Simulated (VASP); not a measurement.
A run of VASP 6.6.1:

File INCAR:

```
PREC = Accurate
ENCUT = 520
EDIFF = 1E-7
ISMEAR = 0
SIGMA = 0.05
LREAL = F
LASPH = T
NELM = 100
ALGO = Normal
ISIF = 2
LWAVE = F
LCHARG = F
GGA = PE
IVDW = 12
NBANDS = 11
```

Contents of KPOINTS:

```
Automatic mesh
0
Gamma
  12 12 12
```

The input POSCAR:

```
BN
1.0
    0.0000000000      3.6001753049      2.1335998714
    1.2891810630      0.0000000000      2.1335998714
    1.2891810630      3.6001753049      0.0000000000
B N
1 1
Direct
    0.0000486500      0.0000486500      0.9999513500
    0.6666513400      0.6666513400      0.3333486600
```

Potentials or basis: VASP PAW PBE potentials, release 64 (B, N).

The run is started by

```console
$ cat potpaw_PBE.64/B/POTCAR potpaw_PBE.64/N/POTCAR > POTCAR
$ mpirun -np 1 vasp_std > vasp.out
```

Hardware: 1 thread of AMD EPYC 7R13 Processor (Zen 3), on a shared host.

Task: Estimate the wall time of this run.

Result: It took 81 s on 1 thread of AMD EPYC 7R13 Processor (Zen 3) (shared host), peak memory 0.17 GiB. Counts: scf iterations 14, k points 280.
